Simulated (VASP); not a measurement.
# MoSe2 in VASP: single point with PBEsol

Aim: the single point of MoSe2 with PBEsol.

All numbers are computed with VASP 6.6.1; they aren't measurements. Logs are shortened: lines on timing, memory, paths and dates and some standing lists are left out, and cuts for length are marked.

### Step 1. The cell of the first run

The cell holds a slab with vacuum, 24 atoms: a = 3.269 Å, b = 13.109 Å, c = 24.438 Å, α = 90.00°, β = 90.00°, γ = 90.00°.

### Step 2. Single point, PBEsol

INCAR reads:

```
SYSTEM = MoSe2
  PREC = Accurate
  ENCUT = 520
  EDIFF = 1E-6
  ISMEAR = 0
  SIGMA = 0.05
  LREAL = Auto
  LASPH = .True.
  NELM = 100
  ALGO = Fast
  ISIF = 2
  LWAVE = .False.
  LCHARG = .True.
  LDIPOL = .True.
  IDIPOL = 3
  DIPOL = 0.5 0.5 0.500
  GGA = PS
  LELF = .True.
  LVHAR = .True.
  LVACPOTAV = .True.
  NBANDS = 122
```

KPOINTS reads:

```
Automatic mesh
0
Gamma
  8 2 1
  0 0 0
```

POSCAR reads:

```
MoSe2
1.0
    3.2693322365      0.0000000000      0.0000000000
    0.0000000000     13.1091991319      0.0000000000
    0.0000000000      0.0000000000     24.4377492341
Mo Se
8 16
Direct
    0.0000000000      0.7500000000      0.3236363728
    0.5000000000      0.2500000000      0.3483350692
    0.5000000000      0.7500000000      0.4167537633
    0.0000000000      0.2500000000      0.4638316603
    0.0000000000      0.7500000000      0.5361683530
    0.5000000000      0.2500000000      0.5832462159
    0.5000000000      0.7500000000      0.6516649333
    0.0000000000      0.2500000000      0.6763636336
    0.0000000000      0.3712572428      0.3063126566
    0.0000000000      0.1287427572      0.3063126566
    0.5000000000      0.8898576603      0.3391409145
    0.5000000000      0.6101423397      0.3391409145
    0.5000000000      0.3774821282      0.4248125919
    0.5000000000      0.1225178718      0.4248125919
    0.0000000000      0.8759631129      0.4586208216
    0.0000000000      0.6240368871      0.4586208216
    0.0000000000      0.3759631444      0.5413791640
    0.0000000000      0.1240368556      0.5413791640
    0.5000000000      0.8774821548      0.5751874117
    0.5000000000      0.6225178452      0.5751874117
    0.5000000000      0.3898576290      0.6608590915
    0.5000000000      0.1101423710      0.6608590915
    0.0000000000      0.8712572367      0.6936873474
    0.0000000000      0.6287427633      0.6936873474
```

Potentials or basis: VASP PAW PBE potentials, release 64 (Mo_sv, Se).

The run is started by

```sh
cat potpaw_PBE.64/Mo_sv/POTCAR potpaw_PBE.64/Se/POTCAR > POTCAR
mpirun -np 1 vasp_std > vasp.out
```

OUTCAR:

```text
SYSTEM = MoSe2
   PREC = Accurate
   ENCUT = 520
   EDIFF = 1E-6
   ISMEAR = 0
   LREAL = Auto
   LASPH = .True.
   NELM = 100
   ISIF = 2
   GGA = PS

 ion  position               nearest neighbor table
   1  0.000  0.750  0.324-  11 2.49  12 2.49  11 2.49  12 2.49   3 2.80   3 2.80
   2  0.500  0.250  0.348-   9 2.50  10 2.50   9 2.50  10 2.50  13 2.51  14 2.51   4 3.26   4 3.26

   3  0.500  0.750  0.417-  15 2.54  16 2.54  15 2.54  16 2.54  11 2.64  12 2.64   1 2.80   1 2.80
                             5 3.34   5 3.34
   4  0.000  0.250  0.464-  17 2.51  18 2.51  13 2.52  14 2.52  13 2.52  14 2.52   2 3.26   2 3.26
                             6 3.34   6 3.34
   5  0.000  0.750  0.536-  15 2.51  16 2.51  19 2.52  20 2.52  19 2.52  20 2.52   7 3.26   7 3.26
                             3 3.34   3 3.34
   6  0.500  0.250  0.583-  17 2.54  18 2.54  17 2.54  18 2.54  21 2.64  22 2.64   8 2.80   8 2.80
                             4 3.34   4 3.34
   7  0.500  0.750  0.652-  23 2.50  24 2.50  23 2.50  24 2.50  19 2.51  20 2.51   5 3.26   5 3.26

   8  0.000  0.250  0.676-  21 2.49  22 2.49  21 2.49  22 2.49   6 2.80   6 2.80
   9  0.000  0.371  0.306-   2 2.50   2 2.50
  10  0.000  0.129  0.306-   2 2.50   2 2.50
  11  0.500  0.890  0.339-   1 2.49   1 2.49   3 2.64
  12  0.500  0.610  0.339-   1 2.49   1 2.49   3 2.64
  13  0.500  0.377  0.425-   2 2.51   4 2.52   4 2.52
  14  0.500  0.123  0.425-   2 2.51   4 2.52   4 2.52
  15  0.000  0.876  0.459-   5 2.51   3 2.54   3 2.54
  16  0.000  0.624  0.459-   5 2.51   3 2.54   3 2.54
  17  0.000  0.376  0.541-   4 2.51   6 2.54   6 2.54
  18  0.000  0.124  0.541-   4 2.51   6 2.54   6 2.54
  19  0.500  0.877  0.575-   7 2.51   5 2.52   5 2.52
  20  0.500  0.623  0.575-   7 2.51   5 2.52   5 2.52
  21  0.500  0.390  0.661-   8 2.49   8 2.49   6 2.64
  22  0.500  0.110  0.661-   8 2.49   8 2.49   6 2.64
  23  0.000  0.871  0.694-   7 2.50   7 2.50
  24  0.000  0.629  0.694-   7 2.50   7 2.50

  LATTYP: Found a simple orthorhombic cell.
 ALAT       =     3.2693322365
 B/A-ratio  =     4.0097482249
 C/A-ratio  =     7.4748442392

  Lattice vectors:

 A1 = (   3.2693322365,   0.0000000000,   0.0000000000)
 A2 = (   0.0000000000,  13.1091991319,   0.0000000000)
 A3 = (   0.0000000000,   0.0000000000,  24.4377492341)

Analysis of symmetry for initial positions (statically):
=====================================================================
 Subroutine PRICEL returns:
 Original cell was already a primitive cell.

 Routine SETGRP: Setting up the symmetry group for a
 simple orthorhombic supercell.

[... 161 lines left out ...]
   NUPDOWN=      -1.0000    fix difference up-down
   EMIN   =  10.00;   EMAX   =-10.00  energy-range for DOS
   EFERMI =   0.00;   METHOD = LEGACY
   ISMEAR =     0;   SIGMA  =   0.05  broadening in eV -4-tet -1-fermi 0-gaus
   EFERMI_NEDOS =   21; number of points for ismear=-14 and -15
   IALGO  =     68    algorithm
   IMIX   =      4    mixing-type and parameters
     AMIX     =   0.40;   BMIX     =  1.00
     AMIX_MAG =   1.60;   BMIX_MAG =  1.00
  volume/ion in A,a.u.               =      43.64       294.50
  Fermi-wavevector in a.u.,A,eV,Ry     =   0.955133  1.804939 12.412307  0.912279
  Thomas-Fermi vector in A             =   2.083943
   LORBIT       =      0    0 simple, 1 ext, 2 COOP (PROOUT), +10 PAW based schemes
   GGA     = PS    functional components
   LHFCALC =     F    Hartree Fock is set to
   AEXX    =    0.0000 exact exchange contribution
   IVDW    =     0    specifies the selected vdW correction
   LEPSILON=     F    determine dielectric tensor
   LRPA    =     F    only Hartree local field effects (RPA)
 non-spin polarized calculation
 RMM-DIIS sequential band-by-band and
 Gauss-broadening in eV      SIGMA  =   0.05
  energy-cutoff  :      520.00
  volume of cell :     1047.36
 maximum number of plane-waves:     28316
   NGX = 13   NGY = 49   NGZ = 91

 dipolmoment           0.000000      0.000000     -0.000000 electrons x Angstroem

 number of electron     208.0000013 magnetization

 dipolmoment           0.000000      0.000000      0.000008 electrons x Angstroem

 Free energy of the ion-electron system (eV)
  ---------------------------------------------------
  ext. energy  EPLUGINS =         0.00000000
  ---------------------------------------------------
  free energy    TOTEN  =      -164.51252377 eV

  energy without entropy =     -164.48775655  energy(sigma->0) =     -164.50014016

 E-fermi :   0.3660     XC(G=0):  -5.5909

 val. band max:        0.3450582429   @ k =   0.3750   0.0000   0.0000
 cond. band min:       0.3708900980   @ k =   0.5000   0.0000   0.0000
 fundamental gap:      0.0258318551
 Fermi energy:         0.3660371199

 k-point     1 :       0.0000    0.0000    0.0000
  band No.  band energies     occupation
      1     -61.0594      2.00000
      2     -61.0594      2.00000
      3     -60.7902      2.00000
      4     -60.7902      2.00000
      5     -60.7558      2.00000
      6     -60.7557      2.00000
[... 1179 lines left out ...]
    115       2.2413      0.00000
    116       2.2423      0.00000
 [bands above 116 left out]

------------------------ aborting loop because EDIFF is reached ----------------------------------------

  FORCE on cell =-STRESS in cart. coord.  units (eV):
  Direction    XX          YY          ZZ          XY          YZ          ZX
  --------------------------------------------------------------------------------------
  -------------------------------------------------------------------------------------
  Total       -6.9821012     -2.4949131      0.5974164      0.0000000      0.0000000      0.0000000
  in kB      -10.6807144     -3.8165379      0.9138845      0.0000000      0.0000000      0.0000000
  external PRESSURE =      -4.5277892 kB  Pullay stress =       0.0000000 kB

 VOLUME and BASIS-vectors are now :
 -----------------------------------------------------------------------------
  energy-cutoff  :      520.00
  volume of cell :     1047.36
      direct lattice vectors                 reciprocal lattice vectors
     3.269332236  0.000000000  0.000000000     0.305872860  0.000000000  0.000000000
     0.000000000 13.109199132  0.000000000     0.000000000  0.076282311  0.000000000
     0.000000000  0.000000000 24.437749234     0.000000000  0.000000000  0.040920299

 POSITION                                       TOTAL-FORCE (eV/Angst)
 -----------------------------------------------------------------------------------
      0.00000      9.83190      7.90894        -0.000000      0.000000     -0.030209
      1.63467      3.27730      8.51253        -0.000000     -0.000000     -0.003635
      1.63467      9.83190     10.18452        -0.000000     -0.000000     -0.004148
      0.00000      3.27730     11.33500        -0.000000      0.000000      0.001177
      0.00000      9.83190     13.10275        -0.000000      0.000000     -0.001177
      1.63467      3.27730     14.25322        -0.000000      0.000000      0.004148
[... 16 lines left out ...]
      0.00000     11.42148     16.95216        -0.000000      0.031786      0.011538
      0.00000      8.24231     16.95216        -0.000000     -0.031786      0.011538
 -----------------------------------------------------------------------------------
    total drift:                                0.000000      0.000000      0.001211

  FREE ENERGIE OF THE ION-ELECTRON SYSTEM (eV)
  ---------------------------------------------------
  free  energy   TOTEN  =      -164.5125237696 eV

  energy  without entropy=     -164.4877565547  energy(sigma->0) =     -164.50014016

 vacuum level on the upper side and lower side of the slab         5.175         5.175
```

stdout:

```text
POSCAR found type information on POSCAR MoSe
 POSCAR found :  2 types and      24 ions
 scaLAPACK will be used
 -----------------------------------------------------------------------------
[... 23 lines left out ...]
|     Did not find any points to average over, which means that no vacuum     |
|     field-free region was found. Please increase the size of  your cell     |
|     in the dimension of the dipole correction to obtain accurate            |
|     workfunction values.                                                    |
|                                                                             |
 -----------------------------------------------------------------------------
```

Run time: 69 min. Hardware: 1 thread of Oxide Virtual Turin-like, shared host; peak memory 1.3 GiB.

Results:

| Item | Value |
| --- | --- |
| Free energy | -164.5125 eV |
| Largest force | 0.049 eV/Å |
| Band gap on the k mesh | zero (bands 104 and 105 overlap by 0.01 eV) |

Forces on the atoms (eV/Å):
```
Mo   0.000  0.000 -0.030
Mo   0.000  0.000 -0.004
Mo   0.000  0.000 -0.004
Mo   0.000  0.000  0.001
Mo   0.000  0.000 -0.001
Mo   0.000  0.000  0.004
Mo   0.000  0.000  0.004
Mo   0.000  0.000  0.030
Se   0.000  0.032 -0.012
Se   0.000 -0.032 -0.012
Se   0.000  0.049 -0.002
Se   0.000 -0.049 -0.002
Se   0.000  0.049  0.004
Se   0.000 -0.049  0.004
Se   0.000  0.038  0.011
Se   0.000 -0.038  0.011
Se   0.000  0.038 -0.011
Se   0.000 -0.038 -0.011
Se   0.000  0.049 -0.004
Se   0.000 -0.049 -0.004
Se   0.000  0.049  0.002
Se   0.000 -0.049  0.002
Se   0.000  0.032  0.012
Se   0.000 -0.032  0.012
```

Levels at points of the mesh, in eV from the Fermi level:
```tsv
k point	band 100	band 101	band 102	band 103	band 104	band 105	band 106	band 107	band 108	band 109
(0.00, 0.00, 0.00)	-0.69	-0.56	-0.45	-0.15	-0.13	0.02	0.04	0.55	0.61	0.66
(0.50, 0.00, 0.00)	-0.56	-0.51	-0.42	0.00	0.02	0.05	0.06	0.31	0.48	1.08
(0.00, 0.50, 0.00)	-0.77	-0.55	-0.55	-0.04	-0.04	0.05	0.05	0.56	0.56	0.67
(0.50, 0.50, 0.00)	-0.59	-0.34	-0.34	-0.13	-0.13	0.02	0.02	0.37	0.37	1.11
```

Caveat: the PAW data sets were made with another functional, which shifts forces and pressure a little.
